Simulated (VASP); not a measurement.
Wanted: the native input for a VASP 6.6.1 run.

```
Task                   : single point
Functional             : PBEsol
Potentials or basis    : VASP PAW PBE potentials, release 64 (Sn_d, O)
Cutoff                 : 520 eV
k mesh                 : 12 × 12 × 12
Occupations            : gaussian, width 0.05 eV
Spin                   : no spin polarisation
Dipole correction      : no
Further INCAR settings : ALGO = Normal; EDIFF = 1e-06; NBANDS = 20
```

The structure of SnO2 lies in POSCAR:

```
SnO2
1.0
    1.6195307937      0.9350365397      4.4491903378
   -1.6195307937      0.9350365397      4.4491903378
    0.0000000000     -1.8700730794      4.4491903378
Sn O
1 2
Direct
    0.5000000000      0.5000000000      0.5000000000
    0.2414378084      0.2414378084      0.2414378084
    0.7585621916      0.7585621916      0.7585621916
```

These files were run (other wordings do the same):

INCAR

```
PREC = Accurate ; ENCUT = 520
EDIFF = 1E-6 ; ISMEAR = 0
SIGMA = 0.05 ; LREAL = F
LASPH = T ; NELM = 100
ALGO = Normal ; ISIF = 2
LWAVE = F ; LCHARG = F
GGA = PS ; NBANDS = 20
```

KPOINTS

```
regular mesh
0
Gamma
  12 12 12
```

Potentials or basis: VASP PAW PBE potentials, release 64 (Sn_d, O).

Command:

```bash
$ cat potpaw_PBE.64/Sn_d/POTCAR potpaw_PBE.64/O/POTCAR > POTCAR
$ mpirun -np 1 vasp_std > vasp.out
```

Results of the run:

```json
{"Pressure": "-3.5 GPa", "Largest force": "0.215 eV/Å", "Band gap on the k mesh": "1.59 eV, indirect (least direct gap 1.61 eV)"}
```

Caveat: the PAW data sets were made with another functional, which shifts forces and pressure a little; spin-orbit coupling is left out, which moves the levels of the heavy elements.

Run time: 2.5 min on 1 thread of Intel(R) Xeon(R) Platinum 8375C CPU @ 2.90GHz (Ice Lake), with other jobs on the host, peak memory 0.3 GiB.
